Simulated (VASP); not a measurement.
# Li2Se (Fm-3m) in VASP: further runs

Runs on Li2Se. Level: PBE. Tasks: single point.

Everything below comes from runs of VASP 6.6.1. Logs are shortened: lines on timing, memory, paths and dates and some standing lists are left out, and cuts for length are marked.

## 1. The cell of the first run

The structure is cubic, space group Fm-3m (No. 225). The conventional cell has a = 5.882 Å, b = 5.882 Å, c = 5.882 Å, α = 90.00°, β = 90.00°, γ = 90.00°. Within 3.4 Å of Li (site symmetry -43m) lie 4 Se at 2.55 Å and 6 Li at 2.94 Å. Se (site symmetry m-3m) has 8 Li at 2.55 Å within 3.4 Å.

## 2. Single point, PBE (16.96 Å³/atom)

Input file INCAR:

```
SYSTEM = Li2Se
PREC     = Accurate       ! precision mode
ENCUT    = 750            ! plane-wave cutoff, eV
EDIFF    = 1E-6           ! SCF threshold, eV
ISMEAR   = 0              ! smearing method
SIGMA    = 0.01           ! smearing width, eV
LREAL    = .False.        ! projectors in reciprocal space
LASPH    = .True.         ! aspherical terms in the spheres
NELM     = 120            ! most SCF steps
ALGO     = Normal         ! electronic algorithm
ISIF     = 2              ! what is computed and relaxed
LWAVE    = .False.        ! write WAVECAR
LCHARG   = .False.        ! write CHGCAR
GGA      = PE             ! functional
NBANDS   = 13             ! bands
GGA_COMPAT= .False.
```

Input file KPOINTS:

```
Automatic mesh
0
Gamma
  6 6 6
  0 0 0
```

Input file POSCAR:

```
Li2Se
1.0
    0.0000000000      2.9412072914      2.9412072914
    2.9412072914      0.0000000000      2.9412072914
    2.9412072914      2.9412072914      0.0000000000
Li Se
2 1
Direct
    0.2500000000      0.2500000000      0.2500000000
    0.7500000000      0.7500000000      0.7500000000
    0.0000000000      0.0000000000      0.0000000000
```

Potentials or basis: VASP PAW PBE potentials, release 64 (Li_sv, Se).

On the command line:

```sh
$ cat potpaw_PBE.64/Li_sv/POTCAR potpaw_PBE.64/Se/POTCAR > POTCAR
$ mpirun -np 1 vasp_std > vasp.out
```

OUTCAR:

```text
SYSTEM = Li2Se
   PREC = Accurate
   ENCUT = 750
   EDIFF = 1E-6
   ISMEAR = 0
   LREAL = .False.
   LASPH = .True.
   NELM = 120
   ISIF = 2
   GGA = PE

 ion  position               nearest neighbor table
   1  0.250  0.250  0.250-   3 2.55   3 2.55   3 2.55   3 2.55
   2  0.750  0.750  0.750-   3 2.55   3 2.55   3 2.55   3 2.55
   3  0.000  0.000  0.000-   1 2.55   2 2.55   2 2.55   2 2.55   2 2.55   1 2.55   1 2.55   1 2.55

  LATTYP: Found a face centered cubic cell.
 ALAT       =     5.8824145828

  Lattice vectors:

 A1 = (   0.0000000000,   2.9412072914,   2.9412072914)
 A2 = (   2.9412072914,   0.0000000000,   2.9412072914)
 A3 = (   2.9412072914,   2.9412072914,   0.0000000000)

Analysis of symmetry for initial positions (statically):
=====================================================================
 Subroutine PRICEL returns:
 Original cell was already a primitive cell.

 Routine SETGRP: Setting up the symmetry group for a
 face centered cubic supercell.

 Subroutine GETGRP returns: Found 48 space group operations
 (whereof 48 operations were pure point group operations)
 out of a pool of 48 trial point group operations.

The static configuration has the point symmetry O_h .

Analysis of symmetry for dynamics (positions and initial velocities):
=====================================================================
 Subroutine PRICEL returns:
 Original cell was already a primitive cell.

 Routine SETGRP: Setting up the symmetry group for a
 face centered cubic supercell.

 Subroutine GETGRP returns: Found 48 space group operations
 (whereof 48 operations were pure point group operations)
 out of a pool of 48 trial point group operations.

The dynamic configuration has the point symmetry O_h .

 Subroutine INISYM returns: Found 48 space group operations
 (whereof 48 operations are pure point group operations),
 and found     1 'primitive' translations

----------------------------------------------------------------------------------------

                                     Primitive cell

  volume of cell :      50.8870

  direct lattice vectors                    reciprocal lattice vectors
     0.000000000  2.941207291  2.941207291    -0.169998219  0.169998219  0.169998219
     2.941207291  0.000000000  2.941207291     0.169998219 -0.169998219  0.169998219
     2.941207291  2.941207291  0.000000000     0.169998219  0.169998219 -0.169998219

  length of vectors
     4.159495241  4.159495241  4.159495241     0.294445552  0.294445552  0.294445552

  position of ions in fractional coordinates (direct lattice)
     0.250000000  0.250000000  0.250000000
     0.750000000  0.750000000  0.750000000
     0.000000000  0.000000000  0.000000000

  ion indices of the primitive-cell ions
   primitive index   ion index
                 1           1
                 2           2
                 3           3

----------------------------------------------------------------------------------------

 KPOINTS: Automatic mesh

Automatic generation of k-mesh.
 Grid dimensions read from file:
 generate k-points for:    6    6    6

 Generating k-lattice:

  Cartesian coordinates                     Fractional coordinates (reciprocal lattice)
    -0.028333036  0.028333036  0.028333036     0.166666667  0.000000000  0.000000000
     0.028333036 -0.028333036  0.028333036     0.000000000  0.166666667  0.000000000
     0.028333036  0.028333036 -0.028333036     0.000000000  0.000000000  0.166666667

  Length of vectors
     0.049074259  0.049074259  0.049074259

  Shift w.r.t. Gamma in fractional coordinates (k-lattice)
     0.000000000  0.000000000  0.000000000

 Subroutine IBZKPT returns following result:
 ===========================================

 Found     16 irreducible k-points:

 Following reciprocal coordinates:
            Coordinates               Weight
  0.000000  0.000000  0.000000      1.000000
  0.166667  0.000000  0.000000      8.000000
  0.333333  0.000000  0.000000      8.000000
  0.500000  0.000000  0.000000      4.000000
  0.166667  0.166667  0.000000      6.000000
  0.333333  0.166667  0.000000     24.000000
[... 8 lines left out ...]
 -0.333333  0.333333  0.166667     24.000000
 -0.333333  0.500000  0.166667     12.000000
   k-points           NKPTS =     16   k-points in BZ     NKDIM =     16   number of bands    NBANDS=     13
   number of dos      NEDOS =    301   number of ions     NIONS =      3
   total plane-waves  NPLWV =  64000
   dimension x,y,z NGX =    40 NGY =   40 NGZ =   40
   dimension x,y,z NGXF=    80 NGYF=   80 NGZF=   80
   ions per type =               2   1
   NGX,Y,Z   is equivalent  to a cutoff of  15.99, 15.99, 15.99 a.u.
   NGXF,Y,Z  is equivalent  to a cutoff of  31.97, 31.97, 31.97 a.u.
 SYSTEM =  Li2Se
   PREC   = accura    normal or accurate (medium, high low for compatibility)
   ISTART =      0    job   : 0-new  1-cont  2-samecut
   ICHARG =      2    charge: 1-file 2-atom 10-const
   ISPIN  =      1    spin polarized calculation?
   LNONCOLLINEAR =      F non collinear calculations
   LSORBIT =      F    spin-orbit coupling
   LASPH  =      T    aspherical Exc in radial PAW
   ENCUT  =  750.0 eV  55.12 Ry    7.42 a.u.   9.29  9.29  9.29*2*pi/ulx,y,z
   NELM   =    120;   NELMIN=  2; NELMDL= -5     # of ELM steps
   EDIFF  = 0.1E-05   stopping-criterion for ELM
   LREAL  =      F    real-space projection
   EDIFFG = 0.1E-04   stopping-criterion for IOM
   NSW    =      0    number of steps for IOM
   IBRION =     -1    ionic relax: 0-MD 1-quasi-New 2-CG
   NFREE  =      0    steps in history (QN), initial steepest desc. (CG)
   ISIF   =      2    stress and relaxation
   ISYM   =      2    0-nonsym 1-usesym 2-fastsym
   POTIM  = 0.5000    time-step for ionic-motion
   TEBEG  =    0.0;   TEEND  =   0.0 temperature during run
   PSTRESS=    0.0 pullay stress
   NELECT =      12.0000    total number of electrons
   NUPDOWN=      -1.0000    fix difference up-down
   EMIN   =  10.00;   EMAX   =-10.00  energy-range for DOS
   EFERMI =   0.00;   METHOD = LEGACY
   ISMEAR =     0;   SIGMA  =   0.01  broadening in eV -4-tet -1-fermi 0-gaus
   EFERMI_NEDOS =   21; number of points for ismear=-14 and -15
   IALGO  =     38    algorithm
   IMIX   =      4    mixing-type and parameters
     AMIX     =   0.40;   BMIX     =  1.00
     AMIX_MAG =   1.60;   BMIX_MAG =  1.00
  volume/ion in A,a.u.               =      16.96       114.47
  Fermi-wavevector in a.u.,A,eV,Ry     =   1.011423  1.911313 13.918448  1.022977
  Thomas-Fermi vector in A             =   2.144472
   LORBIT       =      0    0 simple, 1 ext, 2 COOP (PROOUT), +10 PAW based schemes
   GGA     = PE    functional components
   LHFCALC =     F    Hartree Fock is set to
   AEXX    =    0.0000 exact exchange contribution
   IVDW    =     0    specifies the selected vdW correction
   LEPSILON=     F    determine dielectric tensor
   LRPA    =     F    only Hartree local field effects (RPA)
 non-spin polarized calculation
 Gauss-broadening in eV      SIGMA  =   0.01
  energy-cutoff  :      750.00
  volume of cell :       50.89
 maximum number of plane-waves:      2421
 NGX is ok and might be reduce to    40
   NGX = 19   NGY = 19   NGZ = 19

 number of electron      11.9999998 magnetization

 Free energy of the ion-electron system (eV)
  ---------------------------------------------------
  ext. energy  EPLUGINS =         0.00000000
  ---------------------------------------------------
  free energy    TOTEN  =       -11.10706657 eV

  energy without entropy =      -11.10706657  energy(sigma->0) =      -11.10706657

 E-fermi :   1.4442     XC(G=0):  -8.4921

 val. band max:        1.3590739894   @ k =   0.0000   0.0000   0.0000
 cond. band min:       4.2789942397   @ k =   0.5000   0.5000   0.0000
 fundamental gap:      2.9199202502
 Fermi energy:         1.4441938988

 k-point     1 :       0.0000    0.0000    0.0000
  band No.  band energies     occupation
      1     -43.2573      2.00000
      2     -43.2267      2.00000
      3     -10.2011      2.00000
      4       1.3591      2.00000
      5       1.3591      2.00000
      6       1.3591      2.00000
      7       5.0098      0.00000
      8       7.0059      0.00000
      9       7.0059      0.00000
     10       7.0059      0.00000
     11      12.1277      0.00000
     12      12.1277      0.00000
     13      12.5228      0.00000

 k-point     2 :       0.1667    0.0000    0.0000
  band No.  band energies     occupation
      1     -43.2551      2.00000
      2     -43.2285      2.00000
      3     -10.1069      2.00000
      4       0.2658      2.00000
      5       1.1898      2.00000
      6       1.1898      2.00000
      7       5.7311      0.00000
      8       7.3911      0.00000
      9       7.3911      0.00000
     10       7.7397      0.00000
     11      10.6260      0.00000
     12      10.6260      0.00000
     13      12.7551      0.00000

 k-point     3 :       0.3333    0.0000    0.0000
  band No.  band energies     occupation
      1     -43.2492      2.00000
      2     -43.2339      2.00000
      3      -9.9012      2.00000
      4      -1.1793      2.00000
      5       0.9060      2.00000
      6       0.9060      2.00000
      7       6.4341      0.00000
      8       7.5284      0.00000
      9       7.5284      0.00000
     10       9.0628      0.00000
     11      11.1466      0.00000
     12      11.1466      0.00000
     13      13.5553      0.00000
[... 177 lines left out ...]
 k-point    15 :      -0.3333    0.3333    0.1667
  band No.  band energies     occupation
      1     -43.2412      2.00000
      2     -43.2412      2.00000
      3      -9.6887      2.00000
      4      -1.2201      2.00000
      5      -0.3807      2.00000
      6       0.0454      2.00000
      7       6.6847      0.00000
      8       7.5630      0.00000
      9       9.8488      0.00000
     10      10.3141      0.00000
     11      10.5065      0.00000
     12      12.6139      0.00000
     13      14.3013      0.00000

 k-point    16 :      -0.3333    0.5000    0.1667
  band No.  band energies     occupation
      1     -43.2437      2.00000
      2     -43.2386      2.00000
      3      -9.6566      2.00000
      4      -0.8807      2.00000
      5      -0.4838      2.00000
      6      -0.4577      2.00000
      7       5.6409      0.00000
      8       8.5938      0.00000
      9       9.1502      0.00000
     10      10.9063      0.00000
     11      12.4721      0.00000
     12      13.4014      0.00000
     13      13.5999      0.00000

------------------------ aborting loop because EDIFF is reached ----------------------------------------

  FORCE on cell =-STRESS in cart. coord.  units (eV):
  Direction    XX          YY          ZZ          XY          YZ          ZX
  --------------------------------------------------------------------------------------
  -------------------------------------------------------------------------------------
  Total        0.7352882      0.7352882      0.7352882      0.0000000     -0.0000000      0.0000000
  in kB       23.1505480     23.1505480     23.1505480      0.0000000     -0.0000000      0.0000000
  external PRESSURE =      23.1505480 kB  Pullay stress =       0.0000000 kB

 VOLUME and BASIS-vectors are now :
 -----------------------------------------------------------------------------
  energy-cutoff  :      750.00
  volume of cell :       50.89
      direct lattice vectors                 reciprocal lattice vectors
     0.000000000  2.941207291  2.941207291    -0.169998219  0.169998219  0.169998219
     2.941207291  0.000000000  2.941207291     0.169998219 -0.169998219  0.169998219
     2.941207291  2.941207291  0.000000000     0.169998219  0.169998219 -0.169998219

 POSITION                                       TOTAL-FORCE (eV/Angst)
 -----------------------------------------------------------------------------------
      1.47060      1.47060      1.47060         0.000000     -0.000000     -0.000000
      4.41181      4.41181      4.41181        -0.000000      0.000000      0.000000
      0.00000      0.00000      0.00000        -0.000000     -0.000000      0.000000
 -----------------------------------------------------------------------------------
    total drift:                                0.000000     -0.000000      0.000000

  FREE ENERGIE OF THE ION-ELECTRON SYSTEM (eV)
  ---------------------------------------------------
  free  energy   TOTEN  =       -11.1070665699 eV

  energy  without entropy=      -11.1070665699  energy(sigma->0) =      -11.10706657
```

Run time: 12 s. Hardware: 1 thread of Intel Xeon 6975P-C (Granite Rapids), shared host; peak memory 0.24 GiB.

Results:

```
Free energy            : -11.1071 eV
Pressure               : 2.3 GPa
Band gap on the k mesh : 2.92 eV (least direct gap 3.65 eV)
```

Levels at points of the mesh, in eV from the valence-band top:
| k point | band 4 | band 5 | band 6 | band 7 | band 8 | band 9 |
| --- | --- | --- | --- | --- | --- | --- |
| (0.00, 0.00, 0.00) | 0.00 | 0.00 | 0.00 | 3.65 | 5.65 | 5.65 |
| (0.50, 0.00, 0.00) | -3.12 | -0.58 | -0.58 | 5.36 | 5.99 | 5.99 |
| (0.50, 0.50, 0.00) | -2.42 | -1.57 | -1.57 | 2.92 | 6.33 | 10.73 |

## 3. Single point, PBE (17.50 Å³/atom)

This run uses another cell than the first one, of 17.50 Å³/atom.

Input file INCAR:

```
PREC = Accurate ; ENCUT = 750
EDIFF = 1E-6 ; ISMEAR = 0
SIGMA = 0.01 ; LREAL = False
LASPH = True ; NELM = 120
ALGO = Normal ; ISIF = 2
LWAVE = False ; LCHARG = False
GGA = PE ; NBANDS = 13
GGA_COMPAT = False
```

Input file KPOINTS:

```
Automatic mesh
0
Gamma
  6 6 6
```

Input file POSCAR:

```
Li2Se
1.0
    0.0000000000      2.9721696435      2.9721696435
    2.9721696435      0.0000000000      2.9721696435
    2.9721696435      2.9721696435      0.0000000000
Li Se
2 1
Direct
    0.2500000000      0.2500000000      0.2500000000
    0.7500000000      0.7500000000      0.7500000000
    0.0000000000      0.0000000000      0.0000000000
```

Potentials or basis: VASP PAW PBE potentials, release 64 (Li_sv, Se).

On the command line:

```sh
$ cat potpaw_PBE.64/Li_sv/POTCAR potpaw_PBE.64/Se/POTCAR > POTCAR
$ mpirun -np 1 vasp_std > vasp.out
```

Run time: 12 s. Hardware: 1 thread of Intel Xeon 6975P-C (Granite Rapids), shared host; peak memory 0.23 GiB.

Results (log left out):

```
Free energy            : -11.1248 eV
Pressure               : 1.1 GPa
Band gap on the k mesh : 2.95 eV (least direct gap 3.51 eV)
```

Levels at points of the mesh, in eV from the valence-band top:
```
           k point  band 4  band 5  band 6  band 7  band 8  band 9
(0.00, 0.00, 0.00)    0.00    0.00    0.00    3.51    5.63    5.63
(0.50, 0.00, 0.00)   -3.01   -0.55   -0.55    5.23    5.97    5.97
(0.50, 0.50, 0.00)   -2.35   -1.50   -1.50    2.95    6.25   10.52
```

A k mesh can miss the band edges. As with any semilocal functional, this PBE gap is likely too small.
